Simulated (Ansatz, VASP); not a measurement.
**Si2Ni in VASP and in Ansatz**

INCAR

```
PREC = Accurate
ENCUT = 600
EDIFF = 1E-7
ISMEAR = -1
SIGMA = 0.05
LREAL = F
LASPH = T
NELM = 150
ALGO = Normal
ISIF = 3
LWAVE = F
LCHARG = F
ISPIN = 2
MAGMOM = 1 0 0
LORBIT = 11
LMAXMIX = 4
LDAU = T
LDAUTYPE = 2
LDAUL = 2 -1
LDAUU = 4 0
LDAUJ = 0 0
LDAUPRINT = 1
GGA = PE
IBRION = 2
NSW = 60
EDIFFG = -0.01
```

KPOINTS

```
Automatic mesh
0
Gamma
  9 9 9
```

File POSCAR:

```
Si2Ni
1.0
    0.0000000000      2.7030000000      2.7030000000
    2.7030000000      0.0000000000      2.7030000000
    2.7030000000      2.7030000000      0.0000000000
Ni Si
1 2
Direct
    0.0000000000      0.0000000000      0.0000000000
    0.7500000000      0.7500000000      0.7500000000
    0.2500000000      0.2500000000      0.2500000000
```

Contents of input.yaml:

```yaml
crystal:
  lattice:
    - [0.0, 2.703, 2.703]
    - [2.703, 0.0, 2.703]
    - [2.703, 2.703, 0.0]
  atoms:
    - { symbol: Ni, position: [0.0, 0.0, 0.0], spin: 1.0 }
    - { symbol: Si, position: [0.75, 0.75, 0.75] }
    - { symbol: Si, position: [0.25, 0.25, 0.25] }
hamiltonian:
  xc: pbe
  pseudopotentials: { kind: paw }
  hubbard: { sites: [{ species: Ni, l: d, u_eff: 4.0 }] }
magnetization:
  spin_polarized: true
kpoints:
  mp_grid: { grid: [9, 9, 9] }
scf:
  occupations: { method: fermi_dirac, width: 0.05 }
output:
  forces: true
  stress: true
  eigenvalues: true
relax:
  f_tol: 0.01
  max_steps: 40
  cell: { stress_tol: 0.05 }
```

Alike in both runs: task relaxation of cell and atoms; functional PBE; k mesh 9 × 9 × 9; occupations fermi-dirac, width 0.05 eV; collinear spin; Hubbard terms Ni d U = 4.0 eV.

|  | VASP | Ansatz |
| --- | --- | --- |
| version | VASP 6.6.1 | Ansatz 0.2.0 |
| potentials or method | VASP PAW PBE potentials, release 64 (Ni, Si) | Ansatz PAW |
| plane-wave cutoff (eV) | 600 | 420 |
| valence electrons in the cell | 18 | 26 |

Ansatz gave:

```
gap on the k mesh at the Fermi level, each at its own relaxed structure (eV) : none
net moment per atom (μB)                                                     : 0.00
relaxed volume (Å³/atom)                                                     : 13.47
relaxed cell length with the largest relative difference (Å)                 : 3.852
```

Which values does VASP return?

gap on the k mesh at the Fermi level, each at its own relaxed structure (eV): none; net moment per atom (μB): 0.00; relaxed volume (Å³/atom): 13.17; relaxed cell length with the largest relative difference (Å): 3.823.

The programs project onto different local orbitals, so the same U acts differently, and such runs can settle in different states. A gap of «none» marks a metal or a gap that the smearing closes. VASP's potentials hold 18 valence electrons a cell and Ansatz's 26, so a difference there can come from the potentials and not from the codes.

Noted on VASP's run: the relaxation stopped at its first step, so nothing moved. Noted on Ansatz's run: the magnetic or orbital state may not be the lowest; the plane-wave basis is chosen anew once the cell has moved, so the energies of steps on either side of that aren't comparable.
